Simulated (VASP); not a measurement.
## W: single point with PBEsol

The system is W.

```
W
1.0
     3.18587    0.00000    0.00000
     0.00000    3.18587    0.00000
     0.00000    0.00000    3.18587
W
2
Direct
  0.00000 0.00000 0.00000
  0.50000 0.50000 0.50000
```

This cell differs from its parent crystal: equal strain along all axes, cell held: +1.0 %.

| Item | Value |
| --- | --- |
| Program | VASP 6.6.1 |
| Task | single point |
| Functional | PBEsol |
| Potentials or basis | VASP PAW PBE potentials, release 64 (W_sv) |
| Cutoff | 520 eV |
| k mesh | 16 × 16 × 16 |
| Occupations | gaussian, width 0.1 eV |
| Spin | no spin polarisation |
| Dipole correction | no |
| Further INCAR settings | ALGO = Normal; EDIFF = 1e-07; NBANDS = 21 |

```yaml
Pressure: -8.6 GPa
Band_gap_on_the_k_mesh: zero (band 14 reaches 11.62 eV, above the bottom of band 15 at 10.47 eV)
```

Levels at points of the mesh, in eV from the Fermi level:
| k point | band 10 | band 11 | band 12 | band 13 | band 14 | band 15 | band 16 | band 17 | band 18 | band 19 |
| --- | --- | --- | --- | --- | --- | --- | --- | --- | --- | --- |
| (0.00, 0.00, 0.00) | -5.72 | -5.72 | -1.23 | -1.23 | -1.23 | 2.16 | 2.16 | 5.00 | 5.00 | 5.00 |
| (0.50, 0.00, 0.00) | -5.21 | -2.77 | -2.77 | -0.55 | -0.55 | -0.55 | -0.55 | 1.30 | 1.30 | 3.34 |
| (0.50, 0.50, 0.00) | -6.19 | -3.51 | -3.51 | 0.60 | 0.60 | 2.04 | 2.04 | 3.00 | 3.00 | 5.96 |
| (0.50, 0.50, 0.50) | -2.95 | -2.95 | -2.95 | -2.95 | -2.95 | 3.16 | 3.16 | 3.16 | 3.16 | 6.35 |

Run time: 40 s on 1 thread of AMD EPYC 9R45 96-Core Processor (Zen 5) (shared host), peak memory 0.17 GiB.

Caveat: the cell differs from its parent crystal (equal strain along all axes, cell held: +1.0 %); the PAW data sets were made with another functional, which shifts forces and pressure a little; spin-orbit coupling is left out, which moves the levels of the heavy elements.
